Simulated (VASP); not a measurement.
Write the native input for VASP 6.6.1 that does the following.

```
Task                   : single point
Functional             : PBE
Potentials or basis    : VASP PAW PBE potentials, release 64 (Ni, O)
Cutoff                 : 520 eV
k mesh                 : 14 × 14 × 14
Occupations            : fermi-dirac, width 0.15 eV
Spin                   : collinear spin, zero start
Starting moments       : [0.0, 0.0] μB
Fixed moment           : 0 μB
Dipole correction      : no
Further INCAR settings : ALGO = Normal; EDIFF = 1e-06; NBANDS = 19
```

The structure of NiO lies in POSCAR:

```
NiO
1.0
    0.0000000000      2.0859020000      2.0859020000
    2.0859020000      0.0000000000      2.0859020000
    2.0859020000      2.0859020000      0.0000000000
Ni O
1 1
Direct
    0.0000000000      0.0000000000      0.0000000000
    0.5000000000      0.5000000000      0.5000000000
```

These files were run (other wordings do the same):

INCAR

```
ALGO = Normal
EDIFF = 1E-6
ENCUT = 520
GGA = PE
ISIF = 2
ISMEAR = -1
ISPIN = 2
LASPH = T
LCHARG = F
LMAXMIX = 4
LORBIT = 11
LREAL = F
LWAVE = F
MAGMOM = 0 0
NBANDS = 19
NELM = 150
NUPDOWN = 0.0
PREC = Accurate
SIGMA = 0.15
```

KPOINTS

```
k-points
0
Gamma
  14 14 14
```

Potentials or basis: VASP PAW PBE potentials, release 64 (Ni, O).

The run is started by

```console
$ cat potpaw_PBE.64/Ni/POTCAR potpaw_PBE.64/O/POTCAR > POTCAR
$ mpirun -np 1 vasp_std > vasp.out
```

It gave:

- Pressure: -1.0 GPa
- Net moment: 0.00 μB per cell
- Valence electrons inside the program's atomic spheres: Ni 9.06; O 4.94

Caveat: the total moment is fixed, so each spin has its own Fermi level.

It took 26 s on 1 thread of Intel(R) Xeon(R) 6975P-C (Granite Rapids), with other jobs on the host, peak memory 0.19 GiB.
